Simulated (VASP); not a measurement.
# SiBF (Pmmm) in VASP: notebook, part 2 of 2

VASP 6.6.1. Earlier steps stand in the parts before.

**3. Relaxation of cell and atoms, PBE**

This run uses another cell than the first one, of 14.28 Å³/atom.

Contents of INCAR:

```
PREC = Accurate
ENCUT = 600
EDIFF = 1E-6
ISMEAR = 0
SIGMA = 0.1
LREAL = F
LASPH = T
NELM = 80
ALGO = Normal
ISIF = 3
LWAVE = F
LCHARG = F
GGA = PE
IBRION = 2
NSW = 100
EDIFFG = -0.01
```

Contents of KPOINTS:

```
regular mesh
0
Gamma
  20 12 10
```

Contents of POSCAR:

```
SiBF
1.0
    2.1932177193      0.0000000000      0.0000000000
    0.0000000000      3.7087520810      0.0000000000
    0.0000000000      0.0000000000      5.2655237635
Si B F
1 1 1
Direct
    0.0000000000      0.5000000000      0.0000000000
    0.0000000000      0.0000000000      0.5000000000
    0.0000000000      0.0000000000      0.0000000000
```

Potentials or basis: VASP PAW PBE potentials, release 64 (Si, B, F).

Started as:

```bash
cat potpaw_PBE.64/Si/POTCAR potpaw_PBE.64/B/POTCAR potpaw_PBE.64/F/POTCAR > POTCAR
mpirun -np 1 vasp_std > vasp.out
```

OUTCAR:

```text
PREC = Accurate
   ENCUT = 600
   EDIFF = 1E-6
   ISMEAR = 0
   LREAL = F
   LASPH = T
   NELM = 80
   ISIF = 3
   GGA = PE
   IBRION = 2
   NSW = 100
   EDIFFG = -0.01

 ion  position               nearest neighbor table
   1  0.000  0.500  0.000-   3 1.85   3 1.85
   2  0.000  0.000  0.500-
   3  0.000  0.000  0.000-   1 1.85   1 1.85

  LATTYP: Found a simple orthorhombic cell.
 ALAT       =     2.1932177193
 B/A-ratio  =     1.6910095374
 C/A-ratio  =     2.4008212760

  Lattice vectors:

 A1 = (   2.1932177193,   0.0000000000,   0.0000000000)
 A2 = (   0.0000000000,   3.7087520810,   0.0000000000)
 A3 = (   0.0000000000,   0.0000000000,   5.2655237635)

Analysis of symmetry for initial positions (statically):
=====================================================================
 Subroutine PRICEL returns:
 Original cell was already a primitive cell.

 Routine SETGRP: Setting up the symmetry group for a
 simple orthorhombic supercell.

 Subroutine GETGRP returns: Found  8 space group operations
 (whereof  8 operations were pure point group operations)
[... 165 lines left out ...]
  ---------------------------------------------------
  free energy    TOTEN  =       -12.04983209 eV

  energy without entropy =      -12.04404795  energy(sigma->0) =      -12.04694002

------------------------ aborting loop because EDIFF is reached ----------------------------------------

  FORCE on cell =-STRESS in cart. coord.  units (eV):
  Direction    XX          YY          ZZ          XY          YZ          ZX
  --------------------------------------------------------------------------------------
  -------------------------------------------------------------------------------------
  Total        0.1139818      0.0807477     -0.2389712      0.0000000      0.0000000      0.0000000
  in kB        4.2637831      3.0205757     -8.9393325      0.0000000      0.0000000      0.0000000
  external PRESSURE =      -0.5516579 kB  Pullay stress =       0.0000000 kB
[... 428 lines left out ...]
  band No.  band energies     occupation
      1     -22.3244      2.00000
      2      -7.3416      2.00000
      3      -4.0424      2.00000
      4      -3.8903      2.00000
      5      -2.0530      2.00000
      6      -0.1091      2.00000
      7       2.8832      2.00000
      8       4.2745      1.99533
      9       6.2942      0.00000
     10      10.1515      0.00000
     11      11.6623      0.00000

 [... further k-points ...]

[... ionic steps 4 to 16 ...]

--------------------------------------- Ionic step       17  -------------------------------------------

 number of electron      14.0000002 magnetization

------------------------ aborting loop because EDIFF is reached ----------------------------------------
[... 414 lines left out ...]
--------------------------------------- Ionic step       19  -------------------------------------------

 number of electron      14.0000001 magnetization

 Free energy of the ion-electron system (eV)
  ---------------------------------------------------
  ext. energy  EPLUGINS =         0.00000000
  ---------------------------------------------------
  free energy    TOTEN  =       -12.05929133 eV

  energy without entropy =      -12.05282849  energy(sigma->0) =      -12.05605991

 E-fermi :   4.9770     XC(G=0): -10.0014

 val. band max:        4.9758861788   @ k =   0.4000   0.3333   0.4000
 cond. band min:       4.9773229889   @ k =   0.0500   0.0000   0.4000
 fundamental gap:      0.0014368101
 Fermi energy:         4.9769975808
[... 366 lines left out ...]
  FREE ENERGIE OF THE ION-ELECTRON SYSTEM (eV)
  ---------------------------------------------------
  free  energy   TOTEN  =       -12.0592913282 eV

  energy  without entropy=      -12.0528284928  energy(sigma->0) =      -12.05605991

 reached required accuracy - stopping structural energy minimisation
```

OSZICAR:

```text
N       E                     dE             d eps       ncg     rms          rms(c)
DAV:   1     0.472826001699E+02    0.47283E+02   -0.67380E+03 10164   0.123E+03
[... 161 lines left out ...]
       N       E                     dE             d eps       ncg     rms          rms(c)
DAV:   1    -0.120605998261E+02   -0.13662E-02   -0.25608E-02 10371   0.175E+00    0.280E-01
DAV:   2    -0.120593540622E+02    0.12458E-02   -0.66052E-03 11577   0.933E-01    0.474E-02
DAV:   3    -0.120593133467E+02    0.40715E-04   -0.30686E-04 10461   0.205E-01    0.278E-02
DAV:   4    -0.120592941589E+02    0.19188E-04   -0.94858E-05 11133   0.969E-02    0.142E-02
DAV:   5    -0.120592911666E+02    0.29923E-05   -0.12837E-05 11155   0.423E-02    0.531E-03
DAV:   6    -0.120592913282E+02   -0.16166E-06   -0.86914E-07  5198   0.941E-03
  19 F= -.12059291E+02 E0= -.12056060E+02  d E =-.577570E-04
```

Wall time 52 min (1 thread of Oxide Virtual Turin-like, shared host); peak memory 0.39 GiB.

Results:

```
Free energy                           : -12.0593 eV
Relaxed volume                        : 13.35 Å³/atom
Relaxed cell                          : a = 2.232 Å, b = 3.788 Å, c = 4.735 Å, α = 90.00°, β = 90.00°, γ = 90.00°
Space group after relaxing (to 0.1 Å) : Pmmm (No. 47)
Energy gained by relaxing             : 3.2 meV/atom
Ionic steps                           : 19
Pressure after relaxing               : 0.0 GPa
Band gap on the k mesh                : zero (bands 7 and 8 overlap by 2.73 eV)
```

Stress tensor (GPa, compression positive):
```
-0.05  0.00  0.00
 0.00  0.08  0.00
 0.00  0.00 -0.02
```

The path:
```csv
step,energy change (eV),largest force (eV/Å),pressure (GPa),volume (Å³)
1,0.0000,0.0000,-0.06,42.83
2,-0.0011,0.0000,-0.22,42.80
3,-0.0030,0.0000,-0.62,42.70
4,-0.0029,0.0000,-1.44,42.48
5,-0.0036,0.0000,-1.00,42.61
6,-0.0042,0.0000,-0.90,42.48
7,-0.0058,0.0000,-0.61,42.11
8,-0.0076,0.0000,0.04,41.37
9,-0.0058,0.0000,1.45,39.89
10,-0.0079,0.0000,0.33,41.02
11,-0.0084,0.0000,0.30,40.92
12,-0.0088,0.0000,0.16,40.77
13,-0.0091,0.0000,-0.10,40.47
14,-0.0094,0.0000,-0.17,40.24
15,-0.0094,0.0000,-0.20,40.20
16,-0.0094,0.0000,-0.18,40.12
17,-0.0094,0.0000,-0.18,40.17
18,-0.0094,0.0000,-0.18,40.18
19,-0.0095,0.0000,0.01,40.05
```

Final structure:
```yaml
crystal:
  lattice:
    - [2.23238, 0.00000, 0.00000]
    - [0.00000, 3.78834, 0.00000]
    - [0.00000, 0.00000, 4.73530]
  atoms:
    - { symbol: Si, position: [0.00000, 0.50000, 0.00000] }
    - { symbol: B, position: [0.00000, 0.00000, 0.50000] }
    - { symbol: F, position: [0.00000, 0.00000, 0.00000] }
```
